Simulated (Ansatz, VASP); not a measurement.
# One calculation of Na3B, two programs

Contents of INCAR:

```
SYSTEM = Na3B
  ALGO = Fast
  EDIFF = 1E-6
  EDIFFG = -0.04
  ENCUT = 600
  GGA = PE
  IBRION = 2
  ISIF = 3
  ISMEAR = 0
  LASPH = .TRUE.
  LCHARG = .FALSE.
  LREAL = .FALSE.
  LWAVE = .FALSE.
  NELM = 60
  NSW = 90
  PREC = Accurate
  SIGMA = 0.1
```

Contents of KPOINTS:

```
k-points
0
G
  6 6 6
  0 0 0
```

File POSCAR:

```
Na3B
1.0
   -1.9757090549      1.9757090549      4.4132721747
    1.9757090549     -1.9757090549      4.4132721747
    1.9757090549      1.9757090549     -4.4132721747
Na B
3 1
Direct
    0.5000000000      0.5000000000      0.0000000000
    0.2500000000      0.7500000000      0.5000000000
    0.7500000000      0.2500000000      0.5000000000
    0.0000000000      0.0000000000      0.0000000000
```

Input for Ansatz:

```yaml
crystal:
  lattice:
    - [-1.9757090549, 1.9757090549, 4.4132721747]
    - [1.9757090549, -1.9757090549, 4.4132721747]
    - [1.9757090549, 1.9757090549, -4.4132721747]
  atoms:
    - { symbol: Na, position: [0.5, 0.5, 0.0] }
    - { symbol: Na, position: [0.25, 0.75, 0.5] }
    - { symbol: Na, position: [0.75, 0.25, 0.5] }
    - { symbol: B, position: [0.0, 0.0, 0.0] }
basis:
  ecutwfc: 420
kpoints:
  mp_grid: { grid: [6, 6, 6] }
hamiltonian:
  xc: pbe
scf:
  occupations: { method: gaussian, width: 0.1 }
  lower_state_search: "off"
output:
  forces: true
  stress: true
  eigenvalues: true
relax:
  adjacent_minimum: "off"
  f_tol: 0.04
  max_steps: 70
  cell: { stress_tol: 0.4 }
```

Alike in both runs: task relaxation of cell and atoms; functional PBE; k mesh 6 × 6 × 6; occupations gaussian, width 0.1 eV; no spin polarisation.

```csv
,VASP,Ansatz
version,VASP 6.6.1,Ansatz 0.2.0
potentials or method,"VASP PAW PBE potentials, release 64 (Na_pv, B), cutoff 600 eV","scalar-relativistic, plane waves, PAW"
valence electrons in the cell,24,30
```

Ansatz gave:

| Property | Result |
| --- | --- |
| gap on the k mesh at the Fermi level, each at its own relaxed structure (eV) | none |
| relaxed volume (Å³/atom) | 21.35 |
| relaxed cell length with the largest relative difference (Å) | 5.043 |

Question: Which values does VASP return?

Answer: gap on the k mesh at the Fermi level, each at its own relaxed structure (eV): none; relaxed volume (Å³/atom): 21.46; relaxed cell length with the largest relative difference (Å): 5.345.

A gap of «none» marks a metal or a gap that the smearing closes. One of these differences is far larger than is usual between the two programs; its cause wasn't traced. VASP's potentials hold 24 valence electrons a cell and Ansatz's 30, so a difference there can come from the potentials and not from the codes.

The k mesh is coarse, so the values compare programs but aren't converged. Noted on VASP's run: the volume moved by over 15 % at a fixed basis, so the end points are rough.
